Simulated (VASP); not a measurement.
A run of VASP 6.6.1 is set up as follows.

The input INCAR:

```
  PREC = Accurate
  ENCUT = 1340
  EDIFF = 1E-6
  ISMEAR = 0
  SIGMA = 0.1
  LREAL = False
  LASPH = True
  NELM = 120
  ALGO = Normal
  ISIF = 2
  LWAVE = False
  LCHARG = True
  LELF = True
  LVHAR = True
  NBANDS = 28
  GGA_COMPAT = False
```

The input KPOINTS:

```
Automatic mesh
0
Gamma
  11 11 11
```

File POSCAR:

```
BaTiO3
1.0
    3.9998000000      0.0000000000      0.0000000000
    0.0000000000      3.9998000000      0.0000000000
    0.0000000000      0.0000000000      4.0180000000
Ba Ti O
1 1 3
Direct
    0.0000000000      0.0000000000      0.0000000000
    0.5000000000      0.5000000000      0.4900000000
    0.0000000000      0.5000000000      0.5170000000
    0.5000000000      0.0000000000      0.5170000000
    0.5000000000      0.5000000000      0.0190000000
```

Potentials or basis: VASP PAW LDA potentials, release 64 (Ba_sv, Ti_sv, O_h).

Launch:

```console
$ cat potpaw_LDA.64/Ba_sv/POTCAR potpaw_LDA.64/Ti_sv/POTCAR potpaw_LDA.64/O_h/POTCAR > POTCAR
$ mpirun -np 1 vasp_std > vasp.out
```

(1) Estimate the pressure.

(2) Estimate the largest force.

Results:

(1) -6.7 GPa.

(2) 0.381 eV/Å.

Caveat: the cell stands under tension.
